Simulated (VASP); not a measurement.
# Be (P6_3/mmc) in VASP: settings compared

Be is run at these levels: PBE, BLYP; tasks: single point.

Everything below comes from runs of VASP 6.6.1. Logs are shortened: lines on timing, memory, paths and dates and some standing lists are left out, and cuts for length are marked.

## (1) The cell of the first run

The structure is hexagonal, space group P6_3/mmc (No. 194). The conventional cell has a = 2.285 Å, b = 2.285 Å, c = 3.584 Å, α = 90.00°, β = 90.00°, γ = 120.00°. Within 2.9 Å of Be (site symmetry -6m2) lie 12 Be at 2.23 to 2.29 Å.

## (2) Single point, PBE

Input file POSCAR:

```
Be
1.0
    2.2853000000      0.0000000000      0.0000000000
   -1.1426500000      1.9791278553      0.0000000000
    0.0000000000      0.0000000000      3.5842000000
Be
2
Direct
    0.6666666667      0.3333333333      0.7500000000
    0.3333333333      0.6666666667      0.2500000000
```

Input file INCAR.step1:

```
  ALGO = Normal
  EDIFF = 1E-6
  ENCUT = 520
  GGA = PE
  ISIF = 2
  ISMEAR = -1
  LASPH = T
  LCHARG = T
  LREAL = F
  LWAVE = F
  NBANDS = 9
  NELM = 60
  PREC = Accurate
  SIGMA = 0.05
```

Input file KPOINTS.step1:

```
k-points
0
Gamma
  8 8 4
```

Input file INCAR.step2:

```
  ALGO = Normal
  EDIFF = 1E-6
  ENCUT = 520
  GGA = PE
  ICHARG = 11
  ISIF = 2
  ISMEAR = -5
  LASPH = T
  LCHARG = F
  LORBIT = 11
  LREAL = F
  LWAVE = F
  NEDOS = 1001
  NELM = 60
  PREC = Accurate
  SIGMA = 0.05
```

Input file KPOINTS.step2:

```
k-points
0
Gamma
  12 12 6
```

Potentials or basis: VASP PAW PBE potentials, release 64 (Be).

Command:

```console
> cat potpaw_PBE.64/Be/POTCAR > POTCAR
> cp INCAR.step1 INCAR
> cp KPOINTS.step1 KPOINTS
> mpirun -np 1 vasp_std > vasp.out
> cp INCAR.step2 INCAR
> cp KPOINTS.step2 KPOINTS
> mpirun -np 1 vasp_std > vasp.out
```

OUTCAR:

```text
EDIFF = 1E-6
   ENCUT = 520
   GGA = PE
   ICHARG = 11
   ISIF = 2
   ISMEAR = -5
   LASPH = T
   LORBIT = 11
   LREAL = F
   NELM = 60
   PREC = Accurate

 ion  position               nearest neighbor table
   1  0.667  0.333  0.750-   2 2.23   2 2.23   2 2.23   2 2.23   2 2.23   2 2.23
   2  0.333  0.667  0.250-   1 2.23   1 2.23   1 2.23   1 2.23   1 2.23   1 2.23

  LATTYP: Found a hexagonal cell.
 ALAT       =     2.2853000000
 C/A-ratio  =     1.5683717674

  Lattice vectors:

 A1 = (   2.2853000000,   0.0000000000,   0.0000000000)
 A2 = (  -1.1426500000,   1.9791278553,   0.0000000000)
 A3 = (   0.0000000000,   0.0000000000,   3.5842000000)

Analysis of symmetry for initial positions (statically):
=====================================================================
 Subroutine PRICEL returns:
 Original cell was already a primitive cell.

 Routine SETGRP: Setting up the symmetry group for a
 hexagonal supercell.

 Subroutine GETGRP returns: Found 24 space group operations
 (whereof 12 operations were pure point group operations)
 out of a pool of 24 trial point group operations.

The static configuration has the point symmetry D_3d.
 The point group associated with its full space group is D_6h.

Analysis of symmetry for dynamics (positions and initial velocities):
=====================================================================
 Subroutine PRICEL returns:
 Original cell was already a primitive cell.

 Routine SETGRP: Setting up the symmetry group for a
 hexagonal supercell.

 Subroutine GETGRP returns: Found 24 space group operations
 (whereof 12 operations were pure point group operations)
 out of a pool of 24 trial point group operations.

The dynamic configuration has the point symmetry D_3d.
 The point group associated with its full space group is D_6h.

 Subroutine INISYM returns: Found 24 space group operations
 (whereof 12 operations are pure point group operations),
 and found     1 'primitive' translations

----------------------------------------------------------------------------------------

                                     Primitive cell

  volume of cell :      16.2110

  direct lattice vectors                    reciprocal lattice vectors
     2.285300000  0.000000000  0.000000000     0.437579311  0.252636533  0.000000000
    -1.142650000  1.979127855  0.000000000     0.000000000  0.505273066  0.000000000
     0.000000000  0.000000000  3.584200000     0.000000000  0.000000000  0.279002288

  length of vectors
     2.285300000  2.285300000  3.584200000     0.505273066  0.505273066  0.279002288

  position of ions in fractional coordinates (direct lattice)
     0.666666667  0.333333333  0.750000000
     0.333333333  0.666666667  0.250000000

  ion indices of the primitive-cell ions
   primitive index   ion index
                 1           1
                 2           2

----------------------------------------------------------------------------------------

 KPOINTS: k-points

Automatic generation of k-mesh.
 Grid dimensions read from file:
 generate k-points for:   12   12    6

 Generating k-lattice:

  Cartesian coordinates                     Fractional coordinates (reciprocal lattice)
     0.036464943  0.021053044  0.000000000     0.083333333  0.000000000  0.000000000
     0.000000000  0.042106089  0.000000000     0.000000000  0.083333333  0.000000000
     0.000000000  0.000000000  0.046500381     0.000000000  0.000000000  0.166666667

  Length of vectors
     0.042106089  0.042106089  0.046500381

  Shift w.r.t. Gamma in fractional coordinates (k-lattice)
     0.000000000  0.000000000  0.000000000

 TETIRR: Found    879 inequivalent tetrahedra from     5184

 Subroutine IBZKPT returns following result:
 ===========================================

 Found     76 irreducible k-points:

 Following reciprocal coordinates:
            Coordinates               Weight
  0.000000  0.000000  0.000000      1.000000
  0.083333 -0.000000  0.000000      6.000000
  0.166667  0.000000  0.000000      6.000000
  0.250000  0.000000  0.000000      6.000000
  0.333333  0.000000  0.000000      6.000000
  0.416667  0.000000  0.000000      6.000000
[... 16 lines left out ...]
  0.250000  0.000000  0.166667     12.000000
  0.333333  0.000000  0.166667     12.000000
 [... further k-points ...]
   k-points           NKPTS =     76   k-points in BZ     NKDIM =     76   number of bands    NBANDS=      6
   number of dos      NEDOS =   1001   number of ions     NIONS =      2
   total plane-waves  NPLWV =   9072
   dimension x,y,z NGX =    18 NGY =   18 NGZ =   28
   dimension x,y,z NGXF=    36 NGYF=   36 NGZF=   56
   ions per type =               2
   NGX,Y,Z   is equivalent  to a cutoff of  13.09, 13.09, 12.99 a.u.
   NGXF,Y,Z  is equivalent  to a cutoff of  26.19, 26.19, 25.97 a.u.
 SYSTEM =  unknown system
   PREC   = accura    normal or accurate (medium, high low for compatibility)
   ISTART =      0    job   : 0-new  1-cont  2-samecut
   ICHARG =     11    charge: 1-file 2-atom 10-const
   ISPIN  =      1    spin polarized calculation?
   LNONCOLLINEAR =      F non collinear calculations
   LSORBIT =      F    spin-orbit coupling
   LASPH  =      T    aspherical Exc in radial PAW
   ENCUT  =  520.0 eV  38.22 Ry    6.18 a.u.   4.25  4.25  6.66*2*pi/ulx,y,z
   NELM   =     60;   NELMIN=  2; NELMDL=  0     # of ELM steps
   EDIFF  = 0.1E-05   stopping-criterion for ELM
   LREAL  =      F    real-space projection
   EDIFFG = 0.1E-04   stopping-criterion for IOM
   NSW    =      0    number of steps for IOM
   IBRION =     -1    ionic relax: 0-MD 1-quasi-New 2-CG
   NFREE  =      0    steps in history (QN), initial steepest desc. (CG)
   ISIF   =      2    stress and relaxation
   ISYM   =      2    0-nonsym 1-usesym 2-fastsym
   POTIM  = 0.5000    time-step for ionic-motion
   TEBEG  =    0.0;   TEEND  =   0.0 temperature during run
   PSTRESS=    0.0 pullay stress
   NELECT =       4.0000    total number of electrons
   NUPDOWN=      -1.0000    fix difference up-down
   EMIN   =  10.00;   EMAX   =-10.00  energy-range for DOS
   EFERMI =   0.00;   METHOD = LEGACY
   ISMEAR =    -5;   SIGMA  =   0.05  broadening in eV -4-tet -1-fermi 0-gaus
   EFERMI_NEDOS =   21; number of points for ismear=-14 and -15
   IALGO  =     38    algorithm
   IMIX   =      4    mixing-type and parameters
     AMIX     =   0.40;   BMIX     =  1.00
     AMIX_MAG =   1.60;   BMIX_MAG =  1.00
  volume/ion in A,a.u.               =       8.11        54.70
  Fermi-wavevector in a.u.,A,eV,Ry     =   1.026814  1.940397 14.345258  1.054347
  Thomas-Fermi vector in A             =   2.160726
   LORBIT       =     11    0 simple, 1 ext, 2 COOP (PROOUT), +10 PAW based schemes
   GGA     = PE    functional components
   LHFCALC =     F    Hartree Fock is set to
   AEXX    =    0.0000 exact exchange contribution
   IVDW    =     0    specifies the selected vdW correction
   LEPSILON=     F    determine dielectric tensor
   LRPA    =     F    only Hartree local field effects (RPA)
 non-spin polarized calculation
 Fermi weights with tetrahedron method with Bloechl corrections
  energy-cutoff  :      520.00
  volume of cell :       16.21
 maximum number of plane-waves:       452
 NGX is ok and might be reduce to    18

 number of electron       4.0000000 magnetization

 Free energy of the ion-electron system (eV)
  ---------------------------------------------------
  ext. energy  EPLUGINS =         0.00000000
  ---------------------------------------------------
  free energy    TOTEN  =        -7.52909701 eV

  energy without entropy =       -7.52909701  energy(sigma->0) =       -7.52909701

 E-fermi :   6.7670     XC(G=0): -10.5238

 val. band max:        7.3082659084   @ k =   0.2500   0.1667   0.0000
 cond. band min:       7.1887682447   @ k =   0.3333   0.3333   0.5000
 fundamental gap:     -0.1194976637
 Fermi energy:         6.7670189680

 k-point     1 :       0.0000    0.0000    0.0000
  band No.  band energies     occupation
      1      -4.3915      2.00000
      2       2.5097      2.00000
      3       7.9153      0.00000
      4      22.4305      0.00000
      5      22.4305      0.00000
      6      25.2485      0.00000

 k-point     2 :       0.0833   -0.0000    0.0000
  band No.  band energies     occupation
      1      -4.1940      2.00000
      2       2.7660      2.00000
      3       7.9762      0.00000
      4      20.9130      0.00000
      5      21.3699      0.00000
      6      25.2425      0.00000

 k-point     3 :       0.1667    0.0000    0.0000
  band No.  band energies     occupation
      1      -3.6013      2.00000
      2       3.5333      2.00000
      3       8.1214      0.00000
      4      17.7801      0.00000
      5      19.6424      0.00000
      6      24.9031      0.00000

 k-point     4 :       0.2500    0.0000    0.0000
  band No.  band energies     occupation
      1      -2.6133      2.00000
      2       4.8044      2.00000
      3       8.1344      0.00000
      4      14.7108      0.00000
      5      18.1038      0.00000
      6      22.4432      0.00000

 k-point     5 :       0.3333    0.0000    0.0000
  band No.  band energies     occupation
      1      -1.2383      2.00000
      2       6.5591      2.00000
      3       7.3002      0.00000
      4      12.9738      0.00000
      5      16.9474      0.00000
      6      18.8209      0.00000

 k-point     6 :       0.4167    0.0000    0.0000
  band No.  band energies     occupation
      1       0.4748      2.00000
      2       5.3227      2.00000
      3       8.7169      0.00000
      4      13.0140      0.00000
      5      15.3822      0.00000
      6      16.2375      0.00000

 k-point     7 :       0.5000    0.0000    0.0000
  band No.  band energies     occupation
      1       1.8922      2.00000
      2       3.6957      2.00000
      3      10.4074      0.00000
      4      13.2463      0.00000
      5      13.4561      0.00000
      6      15.9986      0.00000

 k-point     8 :       0.0833    0.0833    0.0000
  band No.  band energies     occupation
      1      -3.7988      2.00000
      2       3.2779      2.00000
      3       8.0851      0.00000
      4      19.0986      0.00000
      5      19.4848      0.00000
      6      25.2185      0.00000
[... 91 lines left out ...]
 k-point    19 :       0.3333    0.3333    0.0000
  band No.  band energies     occupation
      1       4.3871      2.00000
      2       5.7950      2.00000
      3       5.7950      1.42456
      4      13.4159      0.00000
      5      13.4159      0.00000
      6      13.5242      0.00000

 k-point    20 :       0.0000    0.0000    0.1667
  band No.  band energies     occupation
      1      -4.1515      2.00000
      2       1.3127      2.00000
      3       9.6650      0.00000
      4      22.6448      0.00000
      5      22.6448      0.00000
      6      25.1627      0.00000

 k-point    21 :       0.0833   -0.0000    0.1667
  band No.  band energies     occupation
      1      -3.9537      2.00000
      2       1.5394      2.00000
      3       9.7516      0.00000
      4      21.1412      0.00000
      5      21.6148      0.00000
      6      24.8493      0.00000

 k-point    22 :       0.1667    0.0000    0.1667
  band No.  band energies     occupation
      1      -3.3605      2.00000
      2       2.2103      2.00000
      3       9.9732      0.00000
      4      18.0048      0.00000
      5      19.9139      0.00000
      6      23.7116      0.00000

 k-point    23 :       0.2500    0.0000    0.1667
  band No.  band energies     occupation
      1      -2.3731      2.00000
      2       3.2826      2.00000
      3      10.0670      0.00000
      4      14.9931      0.00000
      5      18.3877      0.00000
      6      20.4615      0.00000

 k-point    24 :       0.3333    0.0000    0.1667
  band No.  band energies     occupation
      1      -1.0023      2.00000
      2       4.5660      2.00000
      3       9.1722      0.00000
      4      13.5554      0.00000
      5      17.2184      0.00000
      6      17.2372      0.00000

 [... further k-points ...]
[... 5 lines left out ...]
  --------------------------------------------------------------------------------------
  -------------------------------------------------------------------------------------
  Total       -0.3618676     -0.3618676     -0.1226082      0.0000000      0.0000000      0.0000000
  in kB      -35.7643983    -35.7643983    -12.1177175      0.0000000      0.0000000      0.0000000
  external PRESSURE =     -27.8821714 kB  Pullay stress =       0.0000000 kB

 VOLUME and BASIS-vectors are now :
 -----------------------------------------------------------------------------
  energy-cutoff  :      520.00
  volume of cell :       16.21
      direct lattice vectors                 reciprocal lattice vectors
     2.285300000  0.000000000  0.000000000     0.437579311  0.252636533  0.000000000
    -1.142650000  1.979127855  0.000000000     0.000000000  0.505273066  0.000000000
     0.000000000  0.000000000  3.584200000     0.000000000  0.000000000  0.279002288

 POSITION                                       TOTAL-FORCE (eV/Angst)
 -----------------------------------------------------------------------------------
      1.14265      0.65971      2.68815         0.000000     -0.000000      0.000000
     -0.00000      1.31942      0.89605        -0.000000      0.000000      0.000000
 -----------------------------------------------------------------------------------
    total drift:                                0.000000     -0.000000      0.000000

  FREE ENERGIE OF THE ION-ELECTRON SYSTEM (eV)
  ---------------------------------------------------
  free  energy   TOTEN  =        -7.5290970056 eV

  energy  without entropy=       -7.5290970056  energy(sigma->0) =       -7.52909701

 total charge

# of ion       s       p       d       tot
------------------------------------------
    1        0.399   0.748   0.000   1.147
    2        0.399   0.748   0.000   1.147
--------------------------------------------------
tot          0.798   1.496   0.000   2.294
```

It took 9.5 s on 1 thread of Intel Xeon 8259CL, shared host; peak memory 0.12 GiB.

Results:

- Valence electrons inside the program's atomic spheres: Be 1.15

Caveat: the k points lie up to 0.44 Å⁻¹ apart; tetrahedron occupations give inexact forces and stress in metals.

## (3) Single point, BLYP

POSCAR is that of step 2.

Input file INCAR.step1:

```
SYSTEM = Be
  AGGAC = 1.0
  AGGAX = 1.0
  ALDAC = 0.0
  ALDAX = 1.0
  ALGO = Fast
  EDIFF = 1E-7
  ENCUT = 520
  GGA = B5
  ISIF = 2
  ISMEAR = -1
  LASPH = .True.
  LCHARG = .True.
  LREAL = .False.
  LWAVE = .False.
  NBANDS = 9
  NELM = 100
  PREC = Accurate
  SIGMA = 0.05
```

Input file KPOINTS.step1:

```
k-points
0
Gamma
  8 8 4
  0 0 0
```

Input file INCAR.step2:

```
SYSTEM = Be
  AGGAC = 1.0
  AGGAX = 1.0
  ALDAC = 0.0
  ALDAX = 1.0
  ALGO = Fast
  EDIFF = 1E-7
  ENCUT = 520
  GGA = B5
  ICHARG = 11
  ISIF = 2
  ISMEAR = -5
  LASPH = .True.
  LCHARG = .False.
  LORBIT = 10
  LREAL = .False.
  LWAVE = .False.
  NBANDS = 9
  NEDOS = 2001
  NELM = 100
  PREC = Accurate
  SIGMA = 0.05
```

Input file KPOINTS.step2:

```
k-points
0
Gamma
  12 12 6
  0 0 0
```

Potentials or basis: VASP PAW PBE potentials, release 64 (Be).

Command:

```console
> cat potpaw_PBE.64/Be/POTCAR > POTCAR
> cp INCAR.step1 INCAR
> cp KPOINTS.step1 KPOINTS
> mpirun -np 1 vasp_std > vasp.out
> cp INCAR.step2 INCAR
> cp KPOINTS.step2 KPOINTS
> mpirun -np 1 vasp_std > vasp.out
```

Run time: 16 s. Hardware: 1 thread of Intel Xeon 8259CL, shared host; peak memory 0.12 GiB.

It converged, with:

* Valence electrons inside the program's atomic spheres: Be 1.14

Levels at points of the mesh, in eV from the Fermi level:
| k point | band 1 | band 2 | band 3 | band 4 | band 5 | band 6 |
| --- | --- | --- | --- | --- | --- | --- |
| (0.00, 0.00, 0.00) | -11.06 | -4.24 | 1.23 | 15.41 | 15.41 | 18.28 |
| (0.50, 0.00, 0.00) | -4.78 | -3.09 | 3.56 | 6.54 | 6.75 | 9.12 |
| (0.00, 0.00, 0.50) | -8.92 | -8.92 | 10.65 | 10.65 | 17.02 | 17.02 |
| (0.50, 0.00, 0.50) | -3.47 | -3.47 | 1.61 | 1.61 | 11.68 | 11.68 |

Caveat: the k points lie up to 0.44 Å⁻¹ apart; the PAW data sets were made with another functional, which shifts forces and pressure a little; tetrahedron occupations give inexact forces and stress in metals.
